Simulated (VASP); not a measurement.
# CoO (I4/mmm) in VASP: notebook

CoO is run at these levels: LDA, PBEsol; tasks: single point, relaxation of cell and atoms.

Program: VASP 6.6.1. These are calculated values, not measurements. Logs are shortened: lines on timing, memory, paths and dates and some standing lists are left out, and cuts for length are marked.

### Step 1. The cell of the first run

It takes space group I4/mmm (No. 139, tetragonal). Conventional cell: a = 2.954 Å, b = 2.954 Å, c = 4.128 Å, α = 90.00°, β = 90.00°, γ = 90.00°. Co (site symmetry 4/mmm) has 6 O at 2.06 to 2.09 Å within 2.7 Å. O (site symmetry 4/mmm) has 6 Co at 2.06 to 2.09 Å within 2.7 Å.

### Step 2. Single point, LDA, collinear spin, ferromagnetic start

INCAR reads:

```
SYSTEM = CoO
PREC = Accurate
ENCUT = 600
EDIFF = 1E-6
ISMEAR = -1
SIGMA = 0.05
LREAL = .False.
LASPH = .True.
NELM = 200
ALGO = Normal
ISIF = 2
LWAVE = .False.
LCHARG = .False.
ISPIN = 2
MAGMOM = 2 0
LORBIT = 11
LMAXMIX = 4
NBANDS = 22
GGA_COMPAT = .False.
```

KPOINTS reads:

```
regular mesh
0
Gamma
  12 12 12
  0 0 0
```

POSCAR reads:

```
CoO
1.0
   -1.4772158519      1.4772158519      2.0642304156
    1.4772158519     -1.4772158519      2.0642304156
    1.4772158519      1.4772158519     -2.0642304156
Co O
1 1
Direct
    0.0000000000      0.0000000000      0.0000000000
    0.5000000000      0.5000000000      0.0000000000
```

Potentials or basis: VASP PAW LDA potentials, release 64 (Co_sv, O).

The run is started by

```console
cat potpaw_LDA.64/Co_sv/POTCAR potpaw_LDA.64/O/POTCAR > POTCAR
mpirun -np 1 vasp_std > vasp.out
```

OUTCAR:

```text
SYSTEM = CoO
   PREC = Accurate
   ENCUT = 600
   EDIFF = 1E-6
   ISMEAR = -1
   LREAL = .False.
   LASPH = .True.
   NELM = 200
   ISIF = 2
   ISPIN = 2
   LORBIT = 11

 ion  position               nearest neighbor table
   1  0.000  0.000  0.000-   2 2.06   2 2.06   2 2.09   2 2.09   2 2.09   2 2.09
   2  0.500  0.500  0.000-   1 2.06   1 2.06   1 2.09   1 2.09   1 2.09   1 2.09

  LATTYP: Found a body centered tetragonal cell.
 ALAT       =     2.9544317038
 C/A-ratio  =     1.3973790039

  Lattice vectors:

 A1 = (  -1.4772158519,   1.4772158519,   2.0642304156)
 A2 = (   1.4772158519,  -1.4772158519,   2.0642304156)
 A3 = (   1.4772158519,   1.4772158519,  -2.0642304156)

Analysis of symmetry for initial positions (statically):
=====================================================================
 Subroutine PRICEL returns:
 Original cell was already a primitive cell.

 Routine SETGRP: Setting up the symmetry group for a
 body centered tetragonal supercell.

 Subroutine GETGRP returns: Found 16 space group operations
 (whereof 16 operations were pure point group operations)
 out of a pool of 16 trial point group operations.

The static configuration has the point symmetry D_4h.

Analysis of symmetry for dynamics (positions and initial velocities):
=====================================================================
 Subroutine PRICEL returns:
 Original cell was already a primitive cell.

 Routine SETGRP: Setting up the symmetry group for a
 body centered tetragonal supercell.

 Subroutine GETGRP returns: Found 16 space group operations
 (whereof 16 operations were pure point group operations)
 out of a pool of 16 trial point group operations.

The dynamic configuration has the point symmetry D_4h.

Analysis of structural, dynamic, and magnetic symmetry:
=====================================================================
 Subroutine PRICEL returns:
 Original cell was already a primitive cell.

 Routine SETGRP: Setting up the symmetry group for a
 body centered tetragonal supercell.

 Subroutine GETGRP returns: Found 16 space group operations
 (whereof 16 operations were pure point group operations)
 out of a pool of 16 trial point group operations.

The overall configuration has the point symmetry D_4h.

 Subroutine INISYM returns: Found 16 space group operations
 (whereof 16 operations are pure point group operations),
 and found     1 'primitive' translations

----------------------------------------------------------------------------------------

                                     Primitive cell

  volume of cell :      18.0180

  direct lattice vectors                    reciprocal lattice vectors
    -1.477215852  1.477215852  2.064230416     0.000000000  0.338474570  0.242221022
     1.477215852 -1.477215852  2.064230416     0.338474570  0.000000000  0.242221022
     1.477215852  1.477215852 -2.064230416     0.338474570  0.338474570  0.000000000

  length of vectors
     2.936899820  2.936899820  2.936899820     0.416216359  0.416216359  0.478675327

  position of ions in fractional coordinates (direct lattice)
     0.000000000  0.000000000  0.000000000
     0.500000000  0.500000000  0.000000000

  ion indices of the primitive-cell ions
   primitive index   ion index
                 1           1
                 2           2

----------------------------------------------------------------------------------------

 KPOINTS: regular mesh

Automatic generation of k-mesh.
 Grid dimensions read from file:
 generate k-points for:   12   12   12

 Generating k-lattice:

  Cartesian coordinates                     Fractional coordinates (reciprocal lattice)
     0.000000000  0.028206214  0.020185085     0.083333333  0.000000000  0.000000000
     0.028206214  0.000000000  0.020185085     0.000000000  0.083333333  0.000000000
     0.028206214  0.028206214  0.000000000     0.000000000  0.000000000  0.083333333

  Length of vectors
     0.034684697  0.034684697  0.039889611

  Shift w.r.t. Gamma in fractional coordinates (k-lattice)
     0.000000000  0.000000000  0.000000000

 Subroutine IBZKPT returns following result:
 ===========================================

 Found    163 irreducible k-points:

 Following reciprocal coordinates:
            Coordinates               Weight
  0.000000  0.000000  0.000000      1.000000
  0.083333  0.000000 -0.000000      8.000000
  0.166667  0.000000  0.000000      8.000000
  0.250000  0.000000 -0.000000      8.000000
  0.333333  0.000000 -0.000000      8.000000
  0.416667  0.000000 -0.000000      8.000000
[... 16 lines left out ...]
  0.500000  0.166667 -0.000000     16.000000
 -0.416667  0.166667  0.000000     16.000000
 [... further k-points ...]
   k-points           NKPTS =    163   k-points in BZ     NKDIM =    163   number of bands    NBANDS=     22
   number of dos      NEDOS =    301   number of ions     NIONS =      2
   total plane-waves  NPLWV =  13824
   dimension x,y,z NGX =    24 NGY =   24 NGZ =   24
   dimension x,y,z NGXF=    48 NGYF=   48 NGZF=   48
   ions per type =               1   1
   NGX,Y,Z   is equivalent  to a cutoff of  13.59, 13.59, 13.59 a.u.
   NGXF,Y,Z  is equivalent  to a cutoff of  27.17, 27.17, 27.17 a.u.
 SYSTEM =  CoO
   PREC   = accura    normal or accurate (medium, high low for compatibility)
   ISTART =      0    job   : 0-new  1-cont  2-samecut
   ICHARG =      2    charge: 1-file 2-atom 10-const
   ISPIN  =      2    spin polarized calculation?
   LNONCOLLINEAR =      F non collinear calculations
   LSORBIT =      F    spin-orbit coupling
   LASPH  =      T    aspherical Exc in radial PAW
   ENCUT  =  600.0 eV  44.10 Ry    6.64 a.u.   5.87  5.87  5.87*2*pi/ulx,y,z
   NELM   =    200;   NELMIN=  2; NELMDL= -5     # of ELM steps
   EDIFF  = 0.1E-05   stopping-criterion for ELM
   LREAL  =      F    real-space projection
   EDIFFG = 0.1E-04   stopping-criterion for IOM
   NSW    =      0    number of steps for IOM
   IBRION =     -1    ionic relax: 0-MD 1-quasi-New 2-CG
   NFREE  =      0    steps in history (QN), initial steepest desc. (CG)
   ISIF   =      2    stress and relaxation
   ISYM   =      2    0-nonsym 1-usesym 2-fastsym
   POTIM  = 0.5000    time-step for ionic-motion
   TEBEG  =    0.0;   TEEND  =   0.0 temperature during run
   PSTRESS=    0.0 pullay stress
   NELECT =      23.0000    total number of electrons
   NUPDOWN=      -1.0000    fix difference up-down
   EMIN   =  10.00;   EMAX   =-10.00  energy-range for DOS
   EFERMI =   0.00;   METHOD = LEGACY
   ISMEAR =    -1;   SIGMA  =   0.05  broadening in eV -4-tet -1-fermi 0-gaus
   EFERMI_NEDOS =   21; number of points for ismear=-14 and -15
   IALGO  =     38    algorithm
   IMIX   =      4    mixing-type and parameters
     AMIX     =   0.40;   BMIX     =  1.00
     AMIX_MAG =   1.60;   BMIX_MAG =  1.00
  volume/ion in A,a.u.               =       9.01        60.80
  Fermi-wavevector in a.u.,A,eV,Ry     =   1.775887  3.355940 42.909726  3.153776
  Thomas-Fermi vector in A             =   2.841591
   LORBIT       =     11    0 simple, 1 ext, 2 COOP (PROOUT), +10 PAW based schemes
   GGA     = CA    functional components
   LHFCALC =     F    Hartree Fock is set to
   AEXX    =    0.0000 exact exchange contribution
   IVDW    =     0    specifies the selected vdW correction
   LEPSILON=     F    determine dielectric tensor
   LRPA    =     F    only Hartree local field effects (RPA)
 spin polarized calculation
  energy-cutoff  :      600.00
  volume of cell :       18.02
 maximum number of plane-waves:       616
   NGX = 11   NGY = 11   NGZ = 11

 number of electron      23.0000023 magnetization       2.3860155

 Free energy of the ion-electron system (eV)
  ---------------------------------------------------
  ext. energy  EPLUGINS =         0.00000000
  ---------------------------------------------------
  free energy    TOTEN  =       -14.83815529 eV

  energy without entropy =      -14.80555115  energy(sigma->0) =      -14.82185322

 E-fermi :   9.6525     XC(G=0): -13.6364

 val. band max:        9.6521143789   @ k =   0.3333   0.1667   0.0000
 cond. band min:       9.6531669163   @ k =  -0.0833  -0.4167   0.0833
 fundamental gap:      0.0010525374
 Fermi energy:         9.6524802366

 spin component 1

 k-point     1 :       0.0000    0.0000    0.0000
  band No.  band energies     occupation
      1     -85.7454      1.00000
      2     -49.5853      1.00000
      3     -49.5478      1.00000
      4     -49.5478      1.00000
      5     -11.1549      1.00000
      6       5.9456      1.00000
[... 14 lines left out ...]
     21      32.3906      0.00000
     22      34.9204      0.00000

 k-point     2 :       0.0833    0.0000   -0.0000
  band No.  band energies     occupation
      1     -85.7450      1.00000
      2     -49.5860      1.00000
      3     -49.5497      1.00000
      4     -49.5480      1.00000
      5     -11.0709      1.00000
      6       5.2894      1.00000
[... 14 lines left out ...]
     21      32.9522      0.00000
     22      36.2046      0.00000

 k-point     3 :       0.1667    0.0000    0.0000
  band No.  band energies     occupation
      1     -85.7439      1.00000
      2     -49.5911      1.00000
      3     -49.5558      1.00000
      4     -49.5490      1.00000
      5     -10.8329      1.00000
      6       4.0719      1.00000
[... 14 lines left out ...]
     21      35.0650      0.00000
     22      38.3922      0.00000
[... 476 lines left out ...]
 k-point    23 :       0.5000    0.1667   -0.0000
  band No.  band energies     occupation
      1     -85.7392      1.00000
      2     -49.6174      1.00000
      3     -49.5760      1.00000
      4     -49.5612      1.00000
      5      -9.6879      1.00000
      6       1.2452      1.00000
[... 14 lines left out ...]
     21      37.1459      0.00000
     22      38.7379      0.00000

 k-point    24 :      -0.4167    0.1667    0.0000
  band No.  band energies     occupation
      1     -85.7400      1.00000
      2     -49.6111      1.00000
      3     -49.5758      1.00000
      4     -49.5593      1.00000
      5      -9.9009      1.00000
      6       1.6331      1.00000
[... 14 lines left out ...]
     21      37.6539      0.00000
     22      39.0859      0.00000

 [... further k-points ...]

 spin component 2

 k-point     1 :       0.0000    0.0000    0.0000
  band No.  band energies     occupation
      1     -83.4082      1.00000
      2     -47.3145      1.00000
      3     -47.2860      1.00000
      4     -47.2860      1.00000
      5     -10.7767      1.00000
      6       6.3573      1.00000
[... 14 lines left out ...]
     21      33.1222      0.00000
     22      35.6589      0.00000

 k-point     2 :       0.0833    0.0000   -0.0000
  band No.  band energies     occupation
      1     -83.4078      1.00000
      2     -47.3156      1.00000
      3     -47.2882      1.00000
      4     -47.2863      1.00000
      5     -10.6915      1.00000
      6       5.7935      1.00000
[... 14 lines left out ...]
     21      33.6394      0.00000
     22      36.9508      0.00000

 k-point     3 :       0.1667    0.0000    0.0000
  band No.  band energies     occupation
      1     -83.4066      1.00000
      2     -47.3220      1.00000
      3     -47.2947      1.00000
      4     -47.2875      1.00000
      5     -10.4502      1.00000
      6       4.5819      1.00000
[... 14 lines left out ...]
     21      35.6230      0.00000
     22      39.1405      0.00000
[... 476 lines left out ...]
 k-point    23 :       0.5000    0.1667   -0.0000
  band No.  band energies     occupation
      1     -83.4014      1.00000
      2     -47.3551      1.00000
      3     -47.3140      1.00000
      4     -47.3010      1.00000
      5      -9.2811      1.00000
      6       1.6959      1.00000
[... 14 lines left out ...]
     21      37.4686      0.00000
     22      39.1867      0.00000

 k-point    24 :      -0.4167    0.1667    0.0000
  band No.  band energies     occupation
      1     -83.4022      1.00000
      2     -47.3476      1.00000
      3     -47.3140      1.00000
      4     -47.2989      1.00000
      5      -9.4985      1.00000
      6       2.1150      1.00000
[... 14 lines left out ...]
     21      38.0303      0.00000
     22      39.4658      0.00000

 [... further k-points ...]
[... 5 lines left out ...]
  --------------------------------------------------------------------------------------
  -------------------------------------------------------------------------------------
  Total       -1.6640378     -1.6640378     -1.5621294      0.0000000      0.0000000      0.0000000
  in kB     -147.9679626   -147.9679626   -138.9061609      0.0000000      0.0000000      0.0000000
  external PRESSURE =    -144.9473620 kB  Pullay stress =       0.0000000 kB

 VOLUME and BASIS-vectors are now :
 -----------------------------------------------------------------------------
  energy-cutoff  :      600.00
  volume of cell :       18.02
      direct lattice vectors                 reciprocal lattice vectors
    -1.477215852  1.477215852  2.064230416     0.000000000  0.338474570  0.242221022
     1.477215852 -1.477215852  2.064230416     0.338474570  0.000000000  0.242221022
     1.477215852  1.477215852 -2.064230416     0.338474570  0.338474570  0.000000000

 POSITION                                       TOTAL-FORCE (eV/Angst)
 -----------------------------------------------------------------------------------
      0.00000      0.00000      0.00000         0.000000      0.000000     -0.000000
      0.00000      0.00000      2.06423         0.000000      0.000000      0.000000
 -----------------------------------------------------------------------------------
    total drift:                               -0.000000      0.000000     -0.000000

  FREE ENERGIE OF THE ION-ELECTRON SYSTEM (eV)
  ---------------------------------------------------
  free  energy   TOTEN  =       -14.8381552949 eV

  energy  without entropy=      -14.8055511549  energy(sigma->0) =      -14.82185322

 total charge

# of ion       s       p       d       tot
------------------------------------------
    1        2.150   6.069   6.738  14.956
    2        1.544   3.407   0.000   4.951
--------------------------------------------------
tot          3.694   9.475   6.738  19.907

 magnetization (x)

# of ion       s       p       d       tot
------------------------------------------
    1        0.013   0.009   2.054   2.075
    2        0.029   0.188   0.000   0.217
--------------------------------------------------
tot          0.042   0.197   2.054   2.293
```

It took 2.3 min on 1 thread of Intel Xeon Platinum 8259CL at 2.50GHz (Skylake/Cascade Lake), shared host; peak memory 0.22 GiB.

What came out:

```
Free energy                                           : -14.8382 eV
Pressure                                              : -14.5 GPa
Net moment                                            : 2.39 μB per cell
Site moments                                          : Co +2.08; O +0.22 μB
Valence electrons inside the program's atomic spheres : Co 14.96; O 4.95
```

Caveat: a cell with one magnetic atom can't hold antiferromagnetic order, which such compounds often take; semilocal functionals often make such compounds metallic where correlation or magnetic order opens a gap, which also shifts bond lengths. With open d or f shells a metallic result of LDA can be an artefact of self-interaction; +U or a hybrid may open a gap.

(Part 1 of 2 ends here.)
